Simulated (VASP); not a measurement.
Crystal: Si4S.

```
CELL_PARAMETERS angstrom
3.81768 0.00000 0.00000
0.00000 3.81768 0.00000
0.00000 0.00000 14.91282
ATOMIC_POSITIONS crystal
Si 0.75000 0.00000 0.31700
Si 0.75000 0.50000 0.22700
Si 0.25000 0.00000 0.68300
Si 0.25000 0.50000 0.77300
Si 0.75000 0.50000 0.86400
Si 0.75000 0.00000 0.95500
Si 0.25000 0.00000 0.04500
Si 0.25000 0.50000 0.13600
S 0.25000 0.00000 0.40000
S 0.75000 0.00000 0.60000
```

- Program: VASP 6.6.1
- Task: relaxation of cell and atoms
- Functional: PBE
- Potentials or basis: VASP PAW PBE potentials, release 64 (Si, S)
- Cutoff: 600 eV
- k mesh: 4 × 4 × 1
- Occupations: gaussian, width 0.2 eV
- Spin: no spin polarisation

At the start: pressure 0.0 GPa; volume 21.73 Å³/atom.

Problem. Where does the relaxation end?

Solution. Over 7 steps the energy falls by 20.9 meV/atom and the volume is 21.83 Å³/atom (+0.5 %); space group Pmma (No. 51, to 0.1 Å) before and after.

Step by step:
```
step  energy change (eV)  largest force (eV/Å)  pressure (GPa)  volume (Å³)
   1              0.0000                0.2826            0.04       217.35
   2             -0.1295                0.6718            0.69       217.33
   3             -0.1380                0.5458            0.50       217.37
   4             -0.2029                0.2628           -0.30       219.45
   5             -0.2051                0.2042           -0.46       219.87
   6             -0.2093                0.0834            0.19       218.05
   7             -0.2095                0.0709            0.08       218.34
```

Final structure:
```
Si S
1.0
     3.66834    0.00000    0.00000
     0.00000    3.92319    0.00000
     0.00000    0.00000   15.17146
Si S
8 2
Direct
  0.75000 0.00000 0.31567
  0.75000 0.50000 0.22919
  0.25000 0.00000 0.68433
  0.25000 0.50000 0.77081
  0.75000 0.50000 0.86508
  0.75000 0.00000 0.95293
  0.25000 0.00000 0.04707
  0.25000 0.50000 0.13492
  0.25000 0.00000 0.39981
  0.75000 0.00000 0.60019
```

Caveat: the k points lie up to 0.43 Å⁻¹ apart in the final cell; this functional lacks dispersion, which binds layers or chains, so the pressure and a relaxed spacing across them are unreliable; the relaxation stopped at a loose force limit of 0.08 eV/Å, so its end isn't a converged minimum.
